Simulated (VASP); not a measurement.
Wanted: the native input for a VASP 6.6.1 run.

| Quantity | Value |
| --- | --- |
| Task | relaxation of cell and atoms |
| Functional | PBE |
| Potentials or basis | VASP PAW PBE potentials, release 64 (In_d, P) |
| Cutoff | 600 eV |
| k mesh | 14 × 14 × 14 |
| Occupations | gaussian, width 0.1 eV |
| Spin | no spin polarisation |
| Dipole correction | no |
| Further INCAR settings | ALGO = Normal; EDIFF = 1e-07; IBRION = 2; EDIFFG = -0.005; NSW = 100; ISIF = 3 |

The structure of InP lies in POSCAR:

```
InP
1.0
    0.0000000000      2.7685373716      2.7685373716
    2.7685373716      0.0000000000      2.7685373716
    2.7685373716      2.7685373716      0.0000000000
In P
1 1
Direct
    0.0000000000      0.0000000000      0.0000000000
    0.5000000000      0.5000000000      0.5000000000
```

One way to write it, as run:

INCAR

```
SYSTEM = InP
  PREC = Accurate
  ENCUT = 600
  EDIFF = 1E-7
  ISMEAR = 0
  SIGMA = 0.1
  LREAL = .False.
  LASPH = .True.
  NELM = 60
  ALGO = Normal
  ISIF = 3
  LWAVE = .False.
  LCHARG = .False.
  GGA = PE
  IBRION = 2
  NSW = 100
  EDIFFG = -0.005
```

KPOINTS

```
regular mesh
0
Gamma
  14 14 14
  0 0 0
```

Potentials or basis: VASP PAW PBE potentials, release 64 (In_d, P).

Run with:

```console
$ cat potpaw_PBE.64/In_d/POTCAR potpaw_PBE.64/P/POTCAR > POTCAR
$ mpirun -np 1 vasp_std > vasp.out
```

Results of the run:

```json
{
  "Relaxed volume": "21.26 Å³/atom",
  "Relaxed cell": "a = 3.918 Å, b = 3.918 Å, c = 3.918 Å, α = 60.00°, β = 60.00°, γ = 60.00°",
  "Space group after relaxing (to 0.05 Å)": "Fm-3m (No. 225)",
  "Energy gained by relaxing": "0.0 meV/atom",
  "Ionic steps": "3",
  "Pressure after relaxing": "0.0 GPa",
  "Band gap on the k mesh": "zero (band 9 reaches 7.32 eV, above the bottom of band 10 at 4.69 eV)"
}
```

Caveat: spin-orbit coupling is left out, which moves the levels of the heavy elements.

Run time: 2.4 min on 1 thread of Intel(R) Xeon(R) Platinum 8259CL CPU @ 2.50GHz (Skylake/Cascade Lake), with other jobs on the host, peak memory 0.23 GiB.
